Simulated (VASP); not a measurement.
A run of VASP 6.6.1 is set up as follows.

INCAR

```
  PREC = Accurate
  ENCUT = 520
  EDIFF = 1E-7
  ISMEAR = 0
  SIGMA = 0.05
  LREAL = F
  LASPH = T
  NELM = 100
  ALGO = Normal
  ISIF = 2
  LWAVE = F
  LCHARG = T
  GGA = PE
  LELF = T
  LVHAR = T
  NBANDS = 19
```

File KPOINTS:

```
regular mesh
0
Gamma
  8 8 8
```

Contents of POSCAR:

```
SrCl2
1.0
    0.0000000000      3.5439219057      3.5439219057
    3.5439219057      0.0000000000      3.5439219057
    3.5439219057      3.5439219057      0.0000000000
Sr Cl
1 2
Direct
    0.0000000000      0.0000000000      0.0000000000
    0.2500000000      0.2500000000      0.2500000000
    0.7500000000      0.7500000000      0.7500000000
```

Potentials or basis: VASP PAW PBE potentials, release 64 (Sr_sv, Cl).

Launch:

```bash
$ cat potpaw_PBE.64/Sr_sv/POTCAR potpaw_PBE.64/Cl/POTCAR > POTCAR
$ mpirun -np 1 vasp_std > vasp.out
```

Task: What does it give for the pressure?

Result: -0.6 GPa.

Task: What does it give for the band gap on the k mesh?

Result: 5.16 eV, indirect (least direct gap 5.47 eV).

 A k mesh can miss the band edges.
